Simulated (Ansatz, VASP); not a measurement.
# Two plane-wave programs on Al2Pt

```
Al Pt
1.0
     4.10121    0.00000    0.00000
     0.00000    4.10121    0.00000
     0.00000    0.00000    5.97952
Al Pt
4 2
Direct
  0.50000 0.50000 0.26086
  0.00000 0.00000 0.26082
  0.50000 0.00000 0.93102
  0.00000 0.50000 0.93102
  0.50000 0.00000 0.51674
  0.00000 0.50000 0.51674
```

Alike in both runs: functional PBE; k mesh 4 × 4 × 4; occupations gaussian, width 0.1 eV; no spin polarisation.

Ansatz relaxed the structure, and its values are those at the end. VASP's run is a single point on that final structure, the one shown.

|  | VASP | Ansatz |
| --- | --- | --- |
| version | VASP 6.6.1 | Ansatz 0.2.0 |
| potentials or method | VASP PAW PBE potentials, release 64 (Al, Pt), cutoff 520 eV | scalar-relativistic, plane waves, PAW |
| valence electrons in the cell | 32 | 48 |

|  | VASP | Ansatz | Ansatz less VASP |
| --- | --- | --- | --- |
| gap on the k mesh at the Fermi level (eV) | none | none | - |
| pressure (GPa) | -0.1 | 0.0 | +0.10 |
| rms of the force components (eV/Å) | 0.003 | 0.001 | -0.0023 |

A gap of «none» marks a metal or a gap that the smearing closes. VASP's potentials hold 32 valence electrons a cell and Ansatz's 48, so a difference there can come from the potentials and not from the codes.

The k mesh is coarse, so the values compare programs but aren't converged. Spin-orbit coupling is off throughout.
